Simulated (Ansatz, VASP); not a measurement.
**Cd3Se in VASP and in Ansatz**

```xyz
4
Lattice="-2.0810 2.0810 6.2065 2.0810 -2.0810 6.2065 2.0810 2.0810 -6.2065" Properties=species:S:1:pos:R:3 pbc="T T T"
Cd    0.0000    0.0000    6.2065
Cd    2.0810    0.0000    3.1032
Cd    0.0000    2.0810    3.1032
Se    0.0000    0.0000    0.0000
```

Alike in both runs: task single point; functional LDA; k mesh 9 × 9 × 9; occupations fermi-dirac, width 0.05 eV; no spin polarisation.

|  | VASP | Ansatz |
| --- | --- | --- |
| version | VASP 6.6.1 | Ansatz 0.2.0 |
| potentials or method | VASP PAW LDA potentials, release 64 (Cd, Se) | Ansatz PAW |
| plane-wave cutoff (eV) | 520 | 420 |
| valence electrons in the cell | 42 | 76 |

```tsv
	VASP	Ansatz	Ansatz less VASP
gap on the k mesh at the Fermi level (eV)	none	none	-
pressure (GPa)	-6.7	-6.9	-0.20
traceless stress, the component that is largest in VASP (GPa)	3.07	3.22	+0.152
```

LDA's correlation is that of Perdew and Zunger in VASP and of Perdew and Wang (1992) in Ansatz. A gap of «none» marks a metal or a gap that the smearing closes. VASP's potentials hold 42 valence electrons a cell and Ansatz's 76, so a difference there can come from the potentials and not from the codes.
